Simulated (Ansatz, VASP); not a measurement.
Two plane-wave programs on CoSi3

```
Co Si
1.0
     7.42519    0.00000    0.00000
    -3.71260    6.43040    0.00000
     0.00000    0.00000    2.62824
Co Si
2 6
Direct
  0.33333 0.66667 0.00000
  0.66667 0.33333 0.00000
  0.81404 0.18596 0.50000
  0.81404 0.62809 0.50000
  0.37191 0.18596 0.50000
  0.18596 0.81404 0.50000
  0.18596 0.37191 0.50000
  0.62809 0.81404 0.50000
```

Alike in both runs: task relaxation of cell and atoms; functional PBE; k mesh 6 × 6 × 14; occupations gaussian, width 0.1 eV; no spin polarisation.

|  | VASP | Ansatz |
| --- | --- | --- |
| version | VASP 6.6.1 | Ansatz 0.2.0 |
| potentials or method | VASP PAW PBE potentials, release 64 (Co, Si), cutoff 600 eV | scalar-relativistic, plane waves, PAW |
| valence electrons in the cell | 42 | 58 |

VASP gave:

| Item | Value |
| --- | --- |
| gap on the k mesh at the Fermi level, each at its own relaxed structure (eV) | none |
| relaxed volume (Å³/atom) | 15.64 |
| relaxed cell length with the largest relative difference (Å) | 7.450 |

Task: What did Ansatz give for the same quantities?

Result: gap on the k mesh at the Fermi level, each at its own relaxed structure (eV): none; relaxed volume (Å³/atom): 15.65; relaxed cell length with the largest relative difference (Å): 7.452.

A gap of «none» marks a metal or a gap that the smearing closes. VASP's potentials hold 42 valence electrons a cell and Ansatz's 58, so a difference there can come from the potentials and not from the codes.
